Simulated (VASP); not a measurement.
# MnS: single point with PBE

The system is MnS.

```
Mn S
1.0
    -2.62000   -2.62000   -5.24000
     2.62000   -2.62000    0.00000
    -2.62000   -2.62000    0.00000
Mn S
2 2
Direct
  0.00000 0.00000 0.00000
  0.50000 0.50000 0.00000
  0.00000 0.50000 0.50000
  0.50000 0.00000 0.50000
```

| Item | Value |
| --- | --- |
| Program | VASP 6.6.1 |
| Task | single point |
| Functional | PBE |
| Potentials or basis | VASP PAW PBE potentials, release 64 (Mn_pv, S) |
| Cutoff | 520 eV |
| k mesh | 4 × 5 × 6 |
| Occupations | gaussian, width 0.05 eV |
| Spin | collinear spin, ferromagnetic start |
| Starting moments | [4.5, 4.5, 0.0, 0.0] μB |

```yaml
Pressure: -3.8 GPa
Net_moment: 9.50 μB per cell
Site_moments: Mn +4.29; S +0.11 μB
Valence_electrons_inside_the_program's_atomic_spheres: Mn 11.29; S 3.72
```

Stress tensor (GPa, compression positive):
```
-4.10 -0.07  0.01
-0.07 -4.10  0.01
 0.01  0.01 -3.23
```

Levels at points of the mesh, in eV from the Fermi level:
Spin up:
```csv
k point,band 20,band 21,band 22,band 23,band 24,band 25,band 26,band 27,band 28,band 29
"(0.00, 0.00, 0.00)",-2.82,-2.36,-1.91,-1.91,-1.91,0.75,1.52,5.38,8.49,8.49
"(0.50, 0.00, 0.00)",-2.05,-2.05,-2.05,-1.72,-1.72,3.54,3.54,6.24,6.24,6.45
"(0.00, 0.00, 0.50)",-2.58,0.26,0.27,0.27,0.27,2.75,2.75,5.30,5.30,5.31
"(0.50, 0.00, 0.50)",-2.38,-2.18,-2.18,0.09,0.09,4.13,4.13,6.02,6.02,6.40
```
Spin down:
```csv
k point,band 10,band 11,band 12,band 13,band 14,band 15,band 16,band 17,band 18,band 19
"(0.00, 0.00, 0.00)",-3.18,-3.18,-1.70,-1.70,-1.69,-0.79,0.28,0.30,0.30,0.32
"(0.50, 0.00, 0.00)",-4.50,-2.69,-2.69,-2.68,-2.68,-0.28,-0.28,0.52,0.52,1.32
"(0.00, 0.00, 0.50)",-6.31,-3.34,-3.34,-3.34,-3.34,1.21,1.22,1.22,1.22,1.40
"(0.50, 0.00, 0.50)",-5.35,-3.99,-3.99,-3.28,-3.28,0.96,0.96,1.05,1.05,1.32
```

Run time: 110 s on 1 thread of Intel(R) Xeon(R) 6975P-C (Granite Rapids), on a shared host, peak memory 0.34 GiB.

Caveat: the cell stands under tension; semilocal functionals often make such compounds metallic where correlation or magnetic order opens a gap, which also shifts bond lengths; the run started ferromagnetic, and an antiferromagnetic order may lie lower in energy. With open d or f shells a metallic result of PBE can be an artefact of self-interaction; +U or a hybrid may open a gap.
